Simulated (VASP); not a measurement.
# B11As12 in VASP: further runs

The runs below take B11As12 through single point, with PBEsol.

Everything below comes from runs of VASP 6.6.1. Logs are shortened: lines on timing, memory, paths and dates and some standing lists are left out, and cuts for length are marked.

**1. The cell of the first run**

The cell holds a slab with vacuum, 23 atoms: a = 4.768 Å, b = 5.839 Å, c = 26.727 Å, α = 90.00°, β = 90.00°, γ = 114.09°.

**2. Single point, PBEsol**

The input, INCAR:

```
SYSTEM = B11As12
  PREC = Accurate
  ENCUT = 520
  EDIFF = 1E-7
  ISMEAR = 0
  SIGMA = 0.05
  LREAL = Auto
  LASPH = .TRUE.
  NELM = 80
  ALGO = Normal
  ISIF = 2
  LWAVE = .FALSE.
  LCHARG = .TRUE.
  LDIPOL = .TRUE.
  IDIPOL = 3
  DIPOL = 0.5 0.5 0.500
  GGA = PS
  LELF = .TRUE.
  LVHAR = .TRUE.
  LVACPOTAV = .TRUE.
  NBANDS = 64
```

The input, KPOINTS:

```
Automatic mesh
0
G
  6 5 1
  0 0 0
```

The input, POSCAR:

```
B11As12
1.0
    4.7678758036      0.0000000000      0.0000000000
   -2.3839379018      5.3306472025      0.0000000000
    0.0000000000      0.0000000000     26.7274238456
As B
12 11
Direct
    0.1000000000      0.7000000000      0.2806106583
    0.8000000000      0.1000000000      0.3204996295
    0.5000000000      0.5000000000      0.3603886007
    0.2000000000      0.9000000000      0.4002775720
    0.9000000000      0.3000000000      0.4401665432
    0.6000000000      0.7000000000      0.4800555144
    0.3000000000      0.1000000000      0.5199444856
    0.0000000000      0.5000000000      0.5598334568
    0.7000000000      0.9000000000      0.5997224280
    0.4000000000      0.3000000000      0.6396113993
    0.1000000000      0.7000000000      0.6795003705
    0.8000000000      0.1000000000      0.7193893417
    0.7000000000      0.4000000000      0.3005551439
    0.4000000000      0.8000000000      0.3404441151
    0.1000000000      0.2000000000      0.3803330863
    0.8000000000      0.6000000000      0.4202220576
    0.5000000000      0.0000000000      0.4601110288
    0.2000000000      0.4000000000      0.5000000000
    0.9000000000      0.8000000000      0.5398889712
    0.6000000000      0.2000000000      0.5797779424
    0.3000000000      0.6000000000      0.6196669137
    0.0000000000      0.0000000000      0.6595558849
    0.7000000000      0.4000000000      0.6994448561
```

Potentials or basis: VASP PAW PBE potentials, release 64 (As, B).

Run with:

```console
> cat potpaw_PBE.64/As/POTCAR potpaw_PBE.64/B/POTCAR > POTCAR
> mpirun -np 1 vasp_std > vasp.out
```

OUTCAR:

```text
SYSTEM = B11As12
   PREC = Accurate
   ENCUT = 520
   EDIFF = 1E-7
   ISMEAR = 0
   LREAL = Auto
   LASPH = .TRUE.
   NELM = 80
   ISIF = 2
   GGA = PS

 ion  position               nearest neighbor table
   1  0.100  0.700  0.281-  14 2.06  13 2.06
   2  0.800  0.100  0.320-  15 2.06  13 2.06  14 2.06
   3  0.500  0.500  0.360-  13 2.06  14 2.06  15 2.06  16 2.06
   4  0.200  0.900  0.400-  17 2.06  16 2.06  15 2.06  14 2.06
   5  0.900  0.300  0.440-  18 2.06  17 2.06  16 2.06  15 2.06
   6  0.600  0.700  0.480-  19 2.06  16 2.06  17 2.06  18 2.06
   7  0.300  0.100  0.520-  17 2.06  20 2.06  18 2.06  19 2.06
   8  0.000  0.500  0.560-  18 2.06  19 2.06  20 2.06  21 2.06
   9  0.700  0.900  0.600-  19 2.06  20 2.06  21 2.06  22 2.06
  10  0.400  0.300  0.640-  23 2.06  22 2.06  21 2.06  20 2.06
  11  0.100  0.700  0.680-  21 2.06  22 2.06  23 2.06
  12  0.800  0.100  0.719-  22 2.06  23 2.06
  13  0.700  0.400  0.301-   3 2.06   2 2.06   1 2.06
  14  0.400  0.800  0.340-   1 2.06   3 2.06   2 2.06   4 2.06
  15  0.100  0.200  0.380-   2 2.06   3 2.06   4 2.06   5 2.06
  16  0.800  0.600  0.420-   6 2.06   4 2.06   5 2.06   3 2.06
  17  0.500  0.000  0.460-   4 2.06   7 2.06   6 2.06   5 2.06
  18  0.200  0.400  0.500-   5 2.06   8 2.06   7 2.06   6 2.06
  19  0.900  0.800  0.540-   6 2.06   9 2.06   8 2.06   7 2.06
  20  0.600  0.200  0.580-   7 2.06   8 2.06   9 2.06  10 2.06
  21  0.300  0.600  0.620-  11 2.06  10 2.06   9 2.06   8 2.06
  22  0.000  0.000  0.660-  12 2.06  11 2.06  10 2.06   9 2.06
  23  0.700  0.400  0.699-  10 2.06  12 2.06  11 2.06

  LATTYP: Found a base centered orthorhombic cell.
 ALAT       =     4.7678758036
 B/A-ratio  =     2.2360679775
 C/A-ratio  =     5.6057298777

  Lattice vectors:

 A1 = (   2.3839379018,  -5.3306472025,   0.0000000000)
 A2 = (   2.3839379018,   5.3306472025,   0.0000000000)
 A3 = (   0.0000000000,   0.0000000000,  26.7274238456)

Analysis of symmetry for initial positions (statically):
=====================================================================
 Subroutine PRICEL returns:
 Original cell was already a primitive cell.

 Routine SETGRP: Setting up the symmetry group for a
 base centered orthorhombic supercell.

 Subroutine GETGRP returns: Found  2 space group operations
 (whereof  1 operations were pure point group operations)
 out of a pool of  8 trial point group operations.

The static configuration has the point symmetry C_1 .
 The point group associated with its full space group is C_2 .

Analysis of symmetry for dynamics (positions and initial velocities):
=====================================================================
 Subroutine PRICEL returns:
 Original cell was already a primitive cell.

 Routine SETGRP: Setting up the symmetry group for a
 base centered orthorhombic supercell.

 Subroutine GETGRP returns: Found  2 space group operations
 (whereof  1 operations were pure point group operations)
 out of a pool of  8 trial point group operations.

The dynamic configuration has the point symmetry C_1 .
 The point group associated with its full space group is C_2 .

 Subroutine INISYM returns: Found  2 space group operations
 (whereof  1 operations are pure point group operations),
 and found     1 'primitive' translations

----------------------------------------------------------------------------------------

                                     Primitive cell

  volume of cell :     679.3006

  direct lattice vectors                    reciprocal lattice vectors
     4.767875804  0.000000000  0.000000000     0.209737007  0.093797241  0.000000000
    -2.383937902  5.330647202  0.000000000     0.000000000  0.187594482  0.000000000
     0.000000000  0.000000000 26.727423846     0.000000000  0.000000000  0.037414754

  length of vectors
     4.767875804  5.839431438 26.727423846     0.229755380  0.187594482  0.037414754

  position of ions in fractional coordinates (direct lattice)
     0.100000000  0.700000000  0.280610658
[... 79 lines left out ...]
|     Your reciprocal lattice and k-lattice belong to different lattice       |
|     classes:                                                                |
|                                                                             |
|        The reciprocal lattice is base centered orthorhombic,                |
|        whereas your k-lattice is simple monoclinic.                         |
|                                                                             |
|     Results are often still useful ...                                      |
|                                                                             |
 -----------------------------------------------------------------------------

 WARNING: IBZKPT: internal override: KBLOWUP is changed to .FALSE.
      ... skipping the blow-up phase ...

 Subroutine IBZKPT returns following result:
 ===========================================

 Found     16 irreducible k-points:

 Following reciprocal coordinates:
            Coordinates               Weight
  0.000000  0.000000  0.000000      1.000000
  0.166667  0.000000  0.000000      2.000000
  0.333333  0.000000  0.000000      2.000000
  0.500000  0.000000  0.000000      1.000000
  0.000000  0.200000  0.000000      2.000000
  0.166667  0.200000  0.000000      2.000000
[... 8 lines left out ...]
 -0.333333  0.400000  0.000000      2.000000
 -0.166667  0.400000  0.000000      2.000000
   k-points           NKPTS =     16   k-points in BZ     NKDIM =     16   number of bands    NBANDS=     64
   number of dos      NEDOS =    301   number of ions     NIONS =     23
   total plane-waves  NPLWV = 345600
   dimension x,y,z NGX =    36 NGY =   48 NGZ =  200
   dimension x,y,z NGXF=    72 NGYF=   96 NGZF=  400
   ions per type =              12  11
   NGX,Y,Z   is equivalent  to a cutoff of  12.55, 13.67, 12.44 a.u.
   NGXF,Y,Z  is equivalent  to a cutoff of  25.10, 27.33, 24.88 a.u.
 SYSTEM =  B11As12
   PREC   = accura    normal or accurate (medium, high low for compatibility)
   ISTART =      0    job   : 0-new  1-cont  2-samecut
   ICHARG =      2    charge: 1-file 2-atom 10-const
   ISPIN  =      1    spin polarized calculation?
   LNONCOLLINEAR =      F non collinear calculations
   LSORBIT =      F    spin-orbit coupling
   LASPH  =      T    aspherical Exc in radial PAW
   ENCUT  =  520.0 eV  38.22 Ry    6.18 a.u.   8.87 10.86 49.70*2*pi/ulx,y,z
   NELM   =     80;   NELMIN=  2; NELMDL= -5     # of ELM steps
   EDIFF  = 0.1E-06   stopping-criterion for ELM
   LREAL  =      T    real-space projection
   EDIFFG = 0.1E-05   stopping-criterion for IOM
   NSW    =      0    number of steps for IOM
   IBRION =     -1    ionic relax: 0-MD 1-quasi-New 2-CG
   NFREE  =      0    steps in history (QN), initial steepest desc. (CG)
   ISIF   =      2    stress and relaxation
   ISYM   =      2    0-nonsym 1-usesym 2-fastsym
   POTIM  = 0.5000    time-step for ionic-motion
   TEBEG  =    0.0;   TEEND  =   0.0 temperature during run
   PSTRESS=    0.0 pullay stress
   NELECT =      93.0000    total number of electrons
   NUPDOWN=      -1.0000    fix difference up-down
   EMIN   =  10.00;   EMAX   =-10.00  energy-range for DOS
   EFERMI =   0.00;   METHOD = LEGACY
   ISMEAR =     0;   SIGMA  =   0.05  broadening in eV -4-tet -1-fermi 0-gaus
   EFERMI_NEDOS =   21; number of points for ismear=-14 and -15
   IALGO  =     38    algorithm
   IMIX   =      4    mixing-type and parameters
     AMIX     =   0.40;   BMIX     =  1.00
     AMIX_MAG =   1.60;   BMIX_MAG =  1.00
  volume/ion in A,a.u.               =      29.53       199.31
  Fermi-wavevector in a.u.,A,eV,Ry     =   0.843753  1.594461  9.686240  0.711919
  Thomas-Fermi vector in A             =   1.958671
   LORBIT       =      0    0 simple, 1 ext, 2 COOP (PROOUT), +10 PAW based schemes
   GGA     = PS    functional components
   LHFCALC =     F    Hartree Fock is set to
   AEXX    =    0.0000 exact exchange contribution
   IVDW    =     0    specifies the selected vdW correction
   LEPSILON=     F    determine dielectric tensor
   LRPA    =     F    only Hartree local field effects (RPA)
 non-spin polarized calculation
 Gauss-broadening in eV      SIGMA  =   0.05
  energy-cutoff  :      520.00
  volume of cell :      679.30
 maximum number of plane-waves:     18340
   NGX = 17   NGY = 21   NGZ = 99

 dipolmoment           0.000000      0.000000     -0.000000 electrons x Angstroem

 number of electron      93.0000002 magnetization

 dipolmoment           0.000000      0.000000      0.000000 electrons x Angstroem

 Free energy of the ion-electron system (eV)
  ---------------------------------------------------
  ext. energy  EPLUGINS =         0.00000000
  ---------------------------------------------------
  free energy    TOTEN  =      -132.64841587 eV

  energy without entropy =     -132.63968339  energy(sigma->0) =     -132.64404963

 E-fermi :   0.2123     XC(G=0):  -5.7202

 val. band max:        0.1936024169   @ k =   0.5000   0.4000   0.0000
 cond. band min:       0.2189370550   @ k =   0.5000   0.0000   0.0000
 fundamental gap:      0.0253346381
 Fermi energy:         0.2123261155

 k-point     1 :       0.0000    0.0000    0.0000
  band No.  band energies     occupation
      1     -15.3045      2.00000
      2     -14.6514      2.00000
      3     -13.7442      2.00000
      4     -12.6422      2.00000
      5     -11.6769      2.00000
      6     -11.6590      2.00000
[... 965 lines left out ...]
     57       3.3190      0.00000
     58       3.4180      0.00000
 [bands above 58 left out]

------------------------ aborting loop because EDIFF is reached ----------------------------------------

  FORCE on cell =-STRESS in cart. coord.  units (eV):
  Direction    XX          YY          ZZ          XY          YZ          ZX
  --------------------------------------------------------------------------------------
  -------------------------------------------------------------------------------------
  Total       -7.1935782     -6.5191562      1.5468484      0.0000000     -1.0283901      0.0000000
  in kB      -16.9665513    -15.3758805      3.6483489      0.0000000     -2.4255290      0.0000000
  external PRESSURE =      -9.5646943 kB  Pullay stress =       0.0000000 kB

 VOLUME and BASIS-vectors are now :
 -----------------------------------------------------------------------------
  energy-cutoff  :      520.00
  volume of cell :      679.30
      direct lattice vectors                 reciprocal lattice vectors
     4.767875804  0.000000000  0.000000000     0.209737007  0.093797241  0.000000000
    -2.383937902  5.330647202  0.000000000     0.000000000  0.187594482  0.000000000
     0.000000000  0.000000000 26.727423846     0.000000000  0.000000000  0.037414754

 POSITION                                       TOTAL-FORCE (eV/Angst)
 -----------------------------------------------------------------------------------
     -1.19197      3.73145      7.50000        -0.938865     -0.077271     -0.557830
      3.57591      0.53306      8.56613         0.170616     -0.831647     -0.796396
      1.19197      2.66532      9.63226        -0.598238     -0.436969     -0.608112
     -1.19197      4.79758     10.69839        -0.077327     -0.090640     -0.029143
      3.57591      1.59919     11.76452        -0.038356     -0.045490     -0.030743
      1.19197      3.73145     12.83065        -0.116924     -0.029772     -0.059774
[... 15 lines left out ...]
      0.00000      0.00000     17.62823        -0.212839     -0.057157     -0.320572
      2.38394      2.13226     18.69436         1.568387     -1.066889     -1.264710
 -----------------------------------------------------------------------------------
    total drift:                               -0.012739     -0.000000      0.000003

  FREE ENERGIE OF THE ION-ELECTRON SYSTEM (eV)
  ---------------------------------------------------
  free  energy   TOTEN  =      -132.6484158695 eV

  energy  without entropy=     -132.6396833917  energy(sigma->0) =     -132.64404963

 vacuum level on the upper side and lower side of the slab         5.264         5.264
```

Run time: 48 min. Hardware: 1 thread of Intel Xeon 8259CL, shared host; peak memory 0.93 GiB.

What came out:

```
Free energy            : -132.6484 eV
Largest force          : 2.280 eV/Å
Band gap on the k mesh : zero (an odd number of electrons rules out a gap without spin polarisation)
```

Forces in eV/Å, atoms in the order of the input:
```
As  -0.939 -0.077 -0.558
As   0.171 -0.832 -0.796
As  -0.598 -0.437 -0.608
As  -0.077 -0.091 -0.029
As  -0.038 -0.045 -0.031
As  -0.117 -0.030 -0.060
As  -0.117  0.030  0.060
As  -0.038  0.045  0.031
As  -0.077  0.091  0.029
As  -0.598  0.437  0.608
As   0.171  0.832  0.796
As  -0.939  0.077  0.558
B    1.568  1.067  1.265
B   -0.213  0.057  0.321
B   -0.070  0.261  0.108
B    0.284  0.045  0.081
B    0.027  0.048  0.075
B    0.005  0.000  0.000
B    0.027 -0.048 -0.075
B    0.284 -0.045 -0.081
B   -0.070 -0.261 -0.108
B   -0.213 -0.057 -0.321
B    1.568 -1.067 -1.265
```

Levels at points of the mesh, in eV from the Fermi level:
| k point | band 44 | band 45 | band 46 | band 47 | band 48 | band 49 |
| --- | --- | --- | --- | --- | --- | --- |
| (0.00, 0.00, 0.00) | -1.20 | -0.53 | -0.44 | 0.40 | 0.48 | 0.75 |
| (0.50, 0.00, 0.00) | -1.41 | -0.97 | -0.87 | -0.03 | 0.01 | 0.54 |

Caveat: the PAW data sets were made with another functional, which shifts forces and pressure a little; an odd number of electrons without spin polarisation forces a metal; a magnetic or distorted state may lie lower.

**3. Single point, PBEsol**

The input, INCAR:

```
  PREC = Accurate
  ENCUT = 520
  EDIFF = 1E-6
  ISMEAR = 0
  SIGMA = 0.05
  LREAL = Auto
  LASPH = T
  NELM = 100
  ALGO = Normal
  ISIF = 2
  LWAVE = F
  LCHARG = T
  LDIPOL = T
  IDIPOL = 3
  DIPOL = 0.5 0.5 0.500
  GGA = PS
  LELF = T
  LVHAR = T
  LVACPOTAV = T
  NBANDS = 64
```

The input, KPOINTS:

```
Automatic mesh
0
Gamma
  6 5 1
```

The input, POSCAR:

```
B11As12
1.0
    4.7678758036      0.0000000000      0.0000000000
   -2.3839379018      5.3306472025      0.0000000000
    0.0000000000      0.0000000000     26.7274238456
As B
12 11
Direct
    0.0788258738      0.7468432903      0.2804303653
    0.8113751176      0.0846455955      0.3170315410
    0.4886422211      0.4981863299      0.3593782013
    0.1982419952      0.8994736279      0.4007827019
    0.8956667884      0.2990888368      0.4397689639
    0.5955680408      0.6994417490      0.4799772154
    0.2961830750      0.1006375729      0.5200188608
   -0.0034166553      0.5010028074      0.5602304845
    0.6989012667      0.9004501052      0.5992325026
    0.3904142044      0.3019126303      0.6405952851
    0.1269870628      0.7154088898      0.6830530948
    0.7318613258      0.0531768504      0.7195230581
    0.7865000133      0.4362956882      0.3122247894
    0.3927029816      0.8051652655      0.3396885808
    0.0938994057      0.1957120476      0.3800044728
    0.7965158513      0.6003854075      0.4199956127
    0.4970651557      0.0002289373      0.4604658715
    0.1950343100      0.4000239743      0.5000012934
    0.8968806460      0.7998089492      0.5395231804
    0.5962032681      0.1995761262      0.5799995262
    0.2981735504      0.6041748890      0.6200054259
   -0.0123313615     -0.0053256831      0.6603170826
    0.7501058630      0.3636861130      0.6877518898
```

Potentials or basis: VASP PAW PBE potentials, release 64 (As, B).

Run with:

```console
> cat potpaw_PBE.64/As/POTCAR potpaw_PBE.64/B/POTCAR > POTCAR
> mpirun -np 1 vasp_std > vasp.out
```

Run time: 53 min. Hardware: 1 thread of Intel Xeon 8259CL, shared host; peak memory 0.93 GiB.

Results (log left out):

* Free energy: -134.4191 eV
* Largest force: 0.107 eV/Å
* Band gap on the k mesh: zero (an odd number of electrons rules out a gap without spin polarisation)

Forces in eV/Å, atoms in the order of the input:
```
As  -0.013  0.070 -0.069
As   0.028 -0.016 -0.046
As  -0.020  0.004  0.008
As   0.001  0.006  0.015
As   0.007  0.018  0.005
As   0.002 -0.021 -0.017
As   0.000  0.013  0.017
As   0.008 -0.009  0.002
As  -0.004  0.009 -0.014
As  -0.022 -0.010 -0.012
As   0.022  0.022  0.047
As  -0.009 -0.082  0.069
B    0.002 -0.046 -0.010
B    0.002 -0.006 -0.010
B   -0.005 -0.013 -0.013
B   -0.008 -0.001 -0.009
B    0.008  0.001  0.003
B   -0.003  0.000  0.000
B    0.008 -0.001 -0.002
B   -0.007 -0.003  0.009
B   -0.006  0.014  0.012
B    0.003  0.006  0.008
B    0.004  0.045  0.007
```

Levels at points of the mesh, in eV from the Fermi level:
```tsv
k point	band 42	band 43	band 44	band 45	band 46	band 47	band 48	band 49	band 50	band 51
(0.00, 0.00, 0.00)	-2.04	-1.72	-1.57	-1.16	-0.70	0.38	0.63	0.87	0.89	1.53
(0.50, 0.00, 0.00)	-2.33	-2.21	-2.11	-1.63	-1.45	0.14	0.41	0.59	0.83	2.63
```

Caveat: the PAW data sets were made with another functional, which shifts forces and pressure a little; an odd number of electrons without spin polarisation forces a metal; a magnetic or distorted state may lie lower.

The gap in the log of VASP goes by the Fermi energy; the results here count the filled bands.